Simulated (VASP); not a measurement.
# Al in VASP: further runs

Al is run at these levels: PBE; tasks: single point, relaxation of cell and atoms.

All numbers are computed with VASP 6.6.1; they aren't measurements. Logs are shortened: lines on timing, memory, paths and dates and some standing lists are left out, and cuts for length are marked.

## (1) The cell of the first run

The typed cell holds 3 atoms: a = 4.366 Å, b = 4.366 Å, c = 3.203 Å, α = 90.00°, β = 90.00°, γ = 120.00°.

## (2) Single point, PBE

File INCAR:

```
SYSTEM = Al
PREC = Accurate ; ENCUT = 500
EDIFF = 1E-6 ; ISMEAR = 0
SIGMA = 0.1 ; LREAL = .False.
LASPH = .True. ; NELM = 120
ALGO = Normal ; ISIF = 2
LWAVE = .False. ; LCHARG = .False.
GGA = PE ; NBANDS = 12
GGA_COMPAT = .False.
```

File KPOINTS:

```
regular mesh
0
Gamma
  6 6 4
  0 0 0
```

File POSCAR:

```
Al
1.0
    4.3660544961      0.0000000001      0.0000000000
   -2.1830272481      3.7811141079      0.0000000000
    0.0000000000      0.0000000000      3.2032494520
Al
3
Direct
    0.3332657867      0.0000000000      0.3333333333
    0.0000000000      0.3332657867      0.6666666667
    0.6667342133      0.6667342133      0.0000000000
```

Potentials or basis: VASP PAW PBE potentials, release 64 (Al).

On the command line:

```bash
cat potpaw_PBE.64/Al/POTCAR > POTCAR
mpirun -np 1 vasp_std > vasp.out
```

OUTCAR:

```text
SYSTEM = Al
   PREC = Accurate
   ENCUT = 500
   EDIFF = 1E-6
   ISMEAR = 0
   LREAL = .False.
   LASPH = .True.
   NELM = 120
   ISIF = 2
   GGA = PE

 ion  position               nearest neighbor table
   1  0.333  0.000  0.333-   3 2.74   2 2.74   3 2.74   3 2.74   2 2.74   2 2.74   2 3.30   3 3.30
                             2 3.30   2 3.30   3 3.30   3 3.30
   2  0.000  0.333  0.667-   3 2.74   1 2.74   3 2.74   3 2.74   1 2.74   1 2.74   1 3.30   3 3.30
                             1 3.30   1 3.30   3 3.30   3 3.30
   3  0.667  0.667  0.000-   2 2.74   1 2.74   2 2.74   1 2.74   1 2.74   2 2.74   2 3.30   1 3.30
                             2 3.30   1 3.30   1 3.30   2 3.30

  LATTYP: Found a hexagonal cell.
 ALAT       =     4.3660544961
 C/A-ratio  =     0.7336714315

  Lattice vectors:

 A1 = (   4.3660544961,   0.0000000001,   0.0000000000)
 A2 = (  -2.1830272481,   3.7811141079,   0.0000000000)
 A3 = (   0.0000000000,   0.0000000000,   3.2032494520)

Analysis of symmetry for initial positions (statically):
=====================================================================
 Subroutine PRICEL returns:
 Original cell was already a primitive cell.

 Routine SETGRP: Setting up the symmetry group for a
 hexagonal supercell.

 Subroutine GETGRP returns: Found  6 space group operations
 (whereof  2 operations were pure point group operations)
 out of a pool of 24 trial point group operations.

The static configuration has the point symmetry C_2 .
 The point group associated with its full space group is D_3 .

Analysis of symmetry for dynamics (positions and initial velocities):
=====================================================================
 Subroutine PRICEL returns:
 Original cell was already a primitive cell.

 Routine SETGRP: Setting up the symmetry group for a
 hexagonal supercell.

 Subroutine GETGRP returns: Found  6 space group operations
 (whereof  2 operations were pure point group operations)
 out of a pool of 24 trial point group operations.

The dynamic configuration has the point symmetry C_2 .
 The point group associated with its full space group is D_3 .

 Subroutine INISYM returns: Found  6 space group operations
 (whereof  2 operations are pure point group operations),
 and found     1 'primitive' translations

----------------------------------------------------------------------------------------

                                     Primitive cell

  volume of cell :      52.8810

  direct lattice vectors                    reciprocal lattice vectors
     4.366054496  0.000000000  0.000000000     0.229039743  0.132236157  0.000000000
    -2.183027248  3.781114108  0.000000000    -0.000000000  0.264472315  0.000000000
     0.000000000  0.000000000  3.203249452     0.000000000  0.000000000  0.312182993

  length of vectors
     4.366054496  4.366054496  3.203249452     0.264472315  0.264472315  0.312182993

  position of ions in fractional coordinates (direct lattice)
     0.333265787  1.000000000  0.333333333
     0.000000000  0.333265787  0.666666667
     0.666734213  0.666734213  0.000000000

  ion indices of the primitive-cell ions
   primitive index   ion index
                 1           1
                 2           2
                 3           3

----------------------------------------------------------------------------------------

 KPOINTS: regular mesh

Automatic generation of k-mesh.
 Grid dimensions read from file:
 generate k-points for:    6    6    4

 Generating k-lattice:

  Cartesian coordinates                     Fractional coordinates (reciprocal lattice)
     0.038173291  0.022039360  0.000000000     0.166666667  0.000000000  0.000000000
    -0.000000000  0.044078719  0.000000000     0.000000000  0.166666667  0.000000000
     0.000000000  0.000000000  0.078045748     0.000000000  0.000000000  0.250000000

  Length of vectors
     0.044078719  0.044078719  0.078045748

  Shift w.r.t. Gamma in fractional coordinates (k-lattice)
     0.000000000  0.000000000  0.000000000

 Subroutine IBZKPT returns following result:
 ===========================================

 Found     24 irreducible k-points:

 Following reciprocal coordinates:
            Coordinates               Weight
  0.000000  0.000000  0.000000      1.000000
  0.166667 -0.000000  0.000000      6.000000
  0.333333 -0.000000  0.000000      6.000000
  0.500000 -0.000000  0.000000      3.000000
  0.166667  0.166667  0.000000      6.000000
  0.333333  0.166667  0.000000     12.000000
[... 16 lines left out ...]
  0.333333  0.166667  0.500000     12.000000
  0.333333  0.333333  0.500000      2.000000
   k-points           NKPTS =     24   k-points in BZ     NKDIM =     24   number of bands    NBANDS=     12
   number of dos      NEDOS =    301   number of ions     NIONS =      3
   total plane-waves  NPLWV =  24576
   dimension x,y,z NGX =    32 NGY =   32 NGZ =   24
   dimension x,y,z NGXF=    64 NGYF=   64 NGZF=   48
[... 33 lines left out ...]
     AMIX_MAG =   1.60;   BMIX_MAG =  1.00
  volume/ion in A,a.u.               =      17.63       118.95
  Fermi-wavevector in a.u.,A,eV,Ry     =   0.907241  1.714436 11.198756  0.823085
  Thomas-Fermi vector in A             =   2.031024
   LORBIT       =      0    0 simple, 1 ext, 2 COOP (PROOUT), +10 PAW based schemes
   GGA     = PE    functional components
   LHFCALC =     F    Hartree Fock is set to
   AEXX    =    0.0000 exact exchange contribution
   IVDW    =     0    specifies the selected vdW correction
   LEPSILON=     F    determine dielectric tensor
   LRPA    =     F    only Hartree local field effects (RPA)
 non-spin polarized calculation
 Gauss-broadening in eV      SIGMA  =   0.10
  energy-cutoff  :      500.00
  volume of cell :       52.88
 maximum number of plane-waves:      1374
   NGX = 15   NGY = 15   NGZ = 11

 number of electron       9.0000000 magnetization

 Free energy of the ion-electron system (eV)
  ---------------------------------------------------
  ext. energy  EPLUGINS =         0.00000000
  ---------------------------------------------------
  free energy    TOTEN  =       -10.77670474 eV

  energy without entropy =      -10.77472177  energy(sigma->0) =      -10.77571326

 E-fermi :   7.1903     XC(G=0):  -9.9494

 val. band max:        7.1185412011   @ k =   0.5000  -0.0000   0.5000
 cond. band min:       7.3557234857   @ k =   0.3333  -0.0000   0.5000
 fundamental gap:      0.2371822846
 Fermi energy:         7.1902936627

 k-point     1 :       0.0000    0.0000    0.0000
  band No.  band energies     occupation
      1      -3.3713      2.00000
      2       6.1903      2.00000
      3       6.1919      2.00000
      4       6.1919      2.00000
      5       6.1935      2.00000
      6       7.7562      0.00000
      7       7.7562      0.00000
      8      10.4253      0.00000
      9      10.4253      0.00000
     10      18.2690      0.00000
     11      18.2690      0.00000
     12      18.7363      0.00000

 k-point     2 :       0.1667   -0.0000    0.0000
  band No.  band energies     occupation
      1      -3.0841      2.00000
      2       3.6129      2.00000
      3       4.8691      2.00000
      4       5.7063      2.00000
      5       8.0379      0.00000
      6       9.2290      0.00000
      7      10.2575      0.00000
      8      10.6893      0.00000
      9      10.7172      0.00000
     10      16.3075      0.00000
     11      17.4311      0.00000
     12      17.4648      0.00000

 k-point     3 :       0.3333   -0.0000    0.0000
  band No.  band energies     occupation
      1      -2.2259      2.00000
      2       1.1525      2.00000
      3       4.0749      2.00000
      4       4.9129      2.00000
      5      10.3862      0.00000
      6      11.2881      0.00000
      7      11.3747      0.00000
      8      11.7243      0.00000
      9      13.5986      0.00000
     10      14.2967      0.00000
     11      15.8126      0.00000
     12      15.8381      0.00000
[... 286 lines left out ...]
 k-point    23 :       0.3333    0.1667    0.5000
  band No.  band energies     occupation
      1       2.1381      2.00000
      2       2.1427      2.00000
      3       3.7897      2.00000
      4       3.8022      2.00000
      5       5.4118      2.00000
      6       5.4150      2.00000
      7      10.1730      0.00000
      8      10.2897      0.00000
      9      13.2548      0.00000
     10      13.9477      0.00000
     11      16.9424      0.00000
     12      17.0465      0.00000

 k-point    24 :       0.3333    0.3333    0.5000
  band No.  band energies     occupation
      1       3.4256      2.00000
      2       3.4256      2.00000
      3       3.4267      2.00000
      4       3.6158      2.00000
      5       3.6158      2.00000
      6       3.6167      2.00000
      7      12.2926      0.00000
      8      12.2927      0.00000
      9      12.2927      0.00000
     10      14.4808      0.00000
     11      14.4808      0.00000
     12      14.4824      0.00000

------------------------ aborting loop because EDIFF is reached ----------------------------------------

  FORCE on cell =-STRESS in cart. coord.  units (eV):
  Direction    XX          YY          ZZ          XY          YZ          ZX
  --------------------------------------------------------------------------------------
  -------------------------------------------------------------------------------------
  Total       -0.0433780     -0.0433780     -0.0167790     -0.0000000     -0.0000000     -0.0000000
  in kB       -1.3142579     -1.3142579     -0.5083661     -0.0000000     -0.0000000     -0.0000000
  external PRESSURE =      -1.0456273 kB  Pullay stress =       0.0000000 kB

 VOLUME and BASIS-vectors are now :
 -----------------------------------------------------------------------------
  energy-cutoff  :      500.00
  volume of cell :       52.88
      direct lattice vectors                 reciprocal lattice vectors
     4.366054496  0.000000000  0.000000000     0.229039743  0.132236157  0.000000000
    -2.183027248  3.781114108  0.000000000    -0.000000000  0.264472315  0.000000000
     0.000000000  0.000000000  3.203249452     0.000000000  0.000000000  0.312182993

 POSITION                                       TOTAL-FORCE (eV/Angst)
 -----------------------------------------------------------------------------------
      1.45506      0.00000      1.06775         0.002092      0.000000      0.000000
     -0.72753      1.26012      2.13550        -0.001046      0.001812      0.000000
      1.45550      2.52100      0.00000        -0.001046     -0.001812     -0.000000
 -----------------------------------------------------------------------------------
    total drift:                                0.000000     -0.000000     -0.000000

  FREE ENERGIE OF THE ION-ELECTRON SYSTEM (eV)
  ---------------------------------------------------
  free  energy   TOTEN  =       -10.7767047444 eV

  energy  without entropy=      -10.7747217749  energy(sigma->0) =      -10.77571326
```

Run time: 3.9 s. Hardware: 1 thread of Intel Xeon 6975P-C (Granite Rapids), shared host; peak memory 0.15 GiB.

Results:

- Free energy: -10.7767 eV
- Pressure: -0.1 GPa

Forces on the atoms (eV/Å):
```
Al   0.002  0.000  0.000
Al  -0.001  0.002  0.000
Al  -0.001 -0.002  0.000
```

Stress tensor (GPa, compression positive):
```
-0.13  0.00  0.00
 0.00 -0.13  0.00
 0.00  0.00 -0.05
```

Caveat: the k points lie up to 0.49 Å⁻¹ apart.

## (3) Single point, PBE

This run uses another cell than the first one, of 16.69 Å³/atom, 0.947 times its volume.

File INCAR:

```
PREC     = Accurate       # precision mode
ENCUT    = 500            # plane-wave cutoff, eV
EDIFF    = 1E-6           # SCF threshold, eV
ISMEAR   = 0              # smearing method
SIGMA    = 0.1            # smearing width, eV
LREAL    = False          # projectors in reciprocal space
LASPH    = True           # aspherical terms in the spheres
NELM     = 120            # most SCF steps
ALGO     = Normal         # electronic algorithm
ISIF     = 2              # what is computed and relaxed
LWAVE    = False          # write WAVECAR
LCHARG   = False          # write CHGCAR
GGA      = PE             # functional
NBANDS   = 12             # bands
GGA_COMPAT= False
```

File KPOINTS:

```
regular mesh
0
Gamma
  6 6 6
```

File POSCAR:

```
Al
1.0
    1.4432243981      0.8332459947      6.9411109865
   -1.4432243981      0.8332459947      6.9411109865
    0.0000000000     -1.6664919895      6.9411109865
Al
3
Direct
    0.0000000000      0.0000000000      0.0000000000
    0.2226793977      0.2226793977      0.2226793977
    0.7773206023      0.7773206023      0.7773206023
```

Potentials or basis: VASP PAW PBE potentials, release 64 (Al).

On the command line:

```bash
cat potpaw_PBE.64/Al/POTCAR > POTCAR
mpirun -np 1 vasp_std > vasp.out
```

It took 52 s on 1 thread of Intel Xeon 6975P-C (Granite Rapids), shared host; peak memory 0.34 GiB.

Results (log left out):

```yaml
Free_energy: -11.2690 eV
Pressure: 0.1 GPa
Largest_force: 0.005 eV/Å
```

Forces on the atoms (eV/Å):
```
Al   0.000  0.000  0.000
Al   0.000  0.000 -0.005
Al   0.000  0.000  0.005
```

Stress tensor (GPa, compression positive):
```
 0.27  0.00  0.00
 0.00  0.27  0.00
 0.00  0.00 -0.35
```

Levels at points of the mesh, in eV from the Fermi level:
| k point | band 1 | band 2 | band 3 | band 4 | band 5 | band 6 | band 7 | band 8 |
| --- | --- | --- | --- | --- | --- | --- | --- | --- |
| (0.00, 0.00, 0.00) | -11.01 | -7.99 | -7.95 | 0.80 | 0.83 | 10.60 | 10.60 | 10.76 |
| (0.50, 0.00, 0.00) | -5.23 | -5.04 | -3.54 | -2.75 | -1.43 | -0.98 | 4.43 | 4.61 |
| (0.50, 0.50, 0.00) | -4.93 | -4.88 | -4.11 | -3.65 | -0.34 | 0.42 | 2.58 | 3.04 |
| (0.50, 0.50, 0.50) | -10.28 | -10.22 | -4.40 | -4.10 | 7.03 | 7.05 | 10.33 | 10.33 |

Caveat: the k points lie up to 0.42 Å⁻¹ apart.

## (4) Relaxation of cell and atoms, PBE

This run uses another cell than the first one: it holds 1 atom, not 3.

File INCAR:

```
  ALGO = Normal
  EDIFF = 1E-7
  EDIFFG = -0.04
  ENCUT = 500
  GGA = PE
  GGA_COMPAT = False
  IBRION = 2
  ISIF = 3
  ISMEAR = 0
  LASPH = True
  LCHARG = False
  LREAL = False
  LWAVE = False
  NELM = 120
  NELMIN = 4
  NSW = 90
  PREC = Accurate
  SIGMA = 0.1
```

File KPOINTS:

```
k-points
0
Gamma
  9 9 9
```

File POSCAR:

```
Al
1.0
    2.1830272480      1.2603713693      1.0677498173
   -2.1830272480      1.2603713693      1.0677498173
    0.0000000000     -2.5207427386      1.0677498173
Al
1
Direct
    0.5000000000      0.5000000000      0.5000000000
```

On the command line:

```bash
cat potpaw_PBE.64/Al/POTCAR > POTCAR
mpirun -np 1 vasp_std > vasp.out
```

Run time: 14 s. Hardware: 1 thread of Intel Xeon 6975P-C (Granite Rapids), shared host; peak memory 0.12 GiB.

It converged, with:

```
Free energy                            : -3.6453 eV
Relaxed volume                         : 16.92 Å³/atom
Relaxed cell                           : a = 2.800 Å, b = 2.800 Å, c = 2.800 Å, α = 109.44°, β = 109.44°, γ = 109.44°
Space group after relaxing (to 0.05 Å) : Im-3m (No. 229)
Energy gained by relaxing              : 57.4 meV/atom
Ionic steps                            : 10
Pressure after relaxing                : 0.0 GPa
```

Stress tensor (GPa, compression positive):
```
 0.06  0.00  0.00
 0.00  0.06  0.00
 0.00  0.00 -0.24
```

Step by step:
```tsv
step	energy change (eV)	largest force (eV/Å)	pressure (GPa)	volume (Å³)
1	0.0000	0.0000	0.17	17.63
2	-0.0371	0.0000	-1.33	17.65
3	-0.0470	0.0000	-2.27	17.62
4	-0.0502	0.0000	-2.46	17.60
5	-0.0477	0.0000	-2.34	17.52
6	-0.0516	0.0000	-2.59	17.58
7	-0.0552	0.0000	1.17	16.64
8	-0.0571	0.0000	-0.26	16.97
9	-0.0571	0.0000	-0.32	16.99
10	-0.0574	0.0000	-0.04	16.92
```

Final structure:
```xyz
1
Lattice="2.2857 1.3197 0.9347 -2.2857 1.3197 0.9347 0.0000 -2.6393 0.9347" Properties=species:S:1:pos:R:3 pbc="T T T"
Al    0.0000    0.0000    1.4021
```

Levels at points of the mesh, in eV from the Fermi level:
```csv
k point,band 1,band 2,band 3,band 4
"(0.00, 0.00, 0.00)",-11.00,13.07,13.07,13.09
```

## (5) Single point, PBE

This run uses another cell than the first one, of 16.56 Å³/atom, 0.939 times its volume.

File INCAR:

```
PREC = Accurate ; ENCUT = 500
EDIFF = 1E-6 ; ISMEAR = 0
SIGMA = 0.1 ; LREAL = F
LASPH = T ; NELM = 120
ALGO = Normal ; ISIF = 2
LWAVE = F ; LCHARG = T
GGA = PE ; LELF = T
LVHAR = T ; NBANDS = 12
GGA_COMPAT = F
```

File KPOINTS:

```
regular mesh
0
Gamma
  9 9 9
```

File POSCAR:

```
Al
1.0
    1.4365075757      0.8293680355      6.9492897620
   -1.4365075757      0.8293680355      6.9492897620
    0.0000000000     -1.6587360711      6.9492897620
Al
3
Direct
    0.0000000000      0.0000000000      0.0000000000
    0.2224402324      0.2224402324      0.2224402324
    0.7775597676      0.7775597676      0.7775597676
```

On the command line:

```bash
cat potpaw_PBE.64/Al/POTCAR > POTCAR
mpirun -np 1 vasp_std > vasp.out
```

Wall time 96 s (1 thread of Intel Xeon 6975P-C (Granite Rapids), shared host); peak memory 0.36 GiB.

Results (log left out):

* Free energy: -11.1589 eV
* Pressure: 0.1 GPa
* Largest force: 0.003 eV/Å

Forces in eV/Å, atoms in the order of the input:
```
Al   0.000  0.000  0.000
Al   0.000  0.000  0.003
Al   0.000  0.000 -0.003
```

Levels at points of the mesh, in eV from the Fermi level:
```tsv
k point	band 1	band 2	band 3	band 4	band 5	band 6	band 7	band 8	band 9
(0.00, 0.00, 0.00)	-11.13	-8.11	-8.09	0.66	0.68	10.69	10.69	10.85	10.85
```

## (6) Single point, PBE

File INCAR:

```
SYSTEM = Al
PREC = Accurate
ENCUT = 500
EDIFF = 1E-6
ISMEAR = 0
SIGMA = 0.1
LREAL = .FALSE.
LASPH = .TRUE.
NELM = 120
ALGO = Normal
ISIF = 2
LWAVE = .FALSE.
LCHARG = .TRUE.
GGA = PE
LELF = .TRUE.
LVHAR = .TRUE.
NBANDS = 12
GGA_COMPAT = .FALSE.
```

File KPOINTS:

```
regular mesh
0
G
  6 6 4
  0 0 0
```

File POSCAR:

```
Al
1.0
    4.3658541132      0.0000000000      0.0000000000
   -2.1829270566      3.7809405712      0.0000000000
    0.0000000000      0.0000000000      3.2028746692
Al
3
Direct
    0.3332329507      0.0000000000      0.1666666667
    0.0000000000      0.3332329507      0.8333333333
    0.6667670493      0.6667670493      0.5000000000
```

Potentials or basis: VASP PAW PBE potentials, release 64 (Al).

On the command line:

```bash
cat potpaw_PBE.64/Al/POTCAR > POTCAR
mpirun -np 1 vasp_std > vasp.out
```

Run time: 4 s. Hardware: 1 thread of Intel Xeon 6975P-C (Granite Rapids), shared host; peak memory 0.15 GiB.

Results (log left out):

```yaml
Free_energy: -10.7767 eV
Pressure: -0.1 GPa
Largest_force: 0.003 eV/Å
```

Forces on the atoms (eV/Å):
```
Al   0.003  0.000  0.000
Al  -0.002  0.003  0.000
Al  -0.002 -0.003  0.000
```

Stress tensor (GPa, compression positive):
```
-0.12  0.00  0.00
 0.00 -0.12  0.00
 0.00  0.00 -0.03
```

Levels at points of the mesh, in eV from the Fermi level:
| k point | band 2 | band 3 | band 4 | band 5 | band 6 | band 7 |
| --- | --- | --- | --- | --- | --- | --- |
| (0.00, 0.00, 0.00) | -1.00 | -1.00 | -1.00 | -1.00 | 0.57 | 0.57 |
| (0.50, 0.00, 0.00) | -8.00 | -3.38 | -2.55 | 4.91 | 5.44 | 5.44 |
| (0.00, 0.00, 0.50) | -7.00 | 1.55 | 1.55 | 2.34 | 2.34 | 2.34 |
| (0.50, 0.00, 0.50) | -4.49 | -4.49 | -4.38 | -0.07 | -0.07 | 0.92 |

Caveat: the k points lie up to 0.49 Å⁻¹ apart.

## (7) The runs side by side

| task | cell | k mesh | gap on the mesh (eV) | pressure (GPa) |
| --- | --- | --- | --- | --- |
| single point | a = 4.366, b = 4.366, c = 3.203 Å, angles 90.0, 90.0, 120.0°, 3 atoms | 6 × 6 × 4 | none | -0.1 |
| single point | a = 7.138 Å, angles 23.3°, 3 atoms | 6 × 6 × 6 | none | 0.1 |
| relaxation of cell and atoms | relaxed from a = 2.738 Å, angles 105.8°, 1 atom | 9 × 9 × 9 | none | 0.0 |
| single point | a = 7.145 Å, angles 23.2°, 3 atoms | 9 × 9 × 9 | none | 0.1 |

Some of these runs hold the atoms at other places in the same cell, which the table doesn't show; runs alike in all that it shows share one row.

Alike in all rows: level PBE; potentials or basis VASP PAW PBE potentials, release 64 (Al); no spin polarisation; cutoff (eV) 500; smearing gaussian 0.1 eV.

Caveats: some runs use coarse meshes.

Total energies depend on the potentials used, so only differences within one code and one set of settings carry meaning.
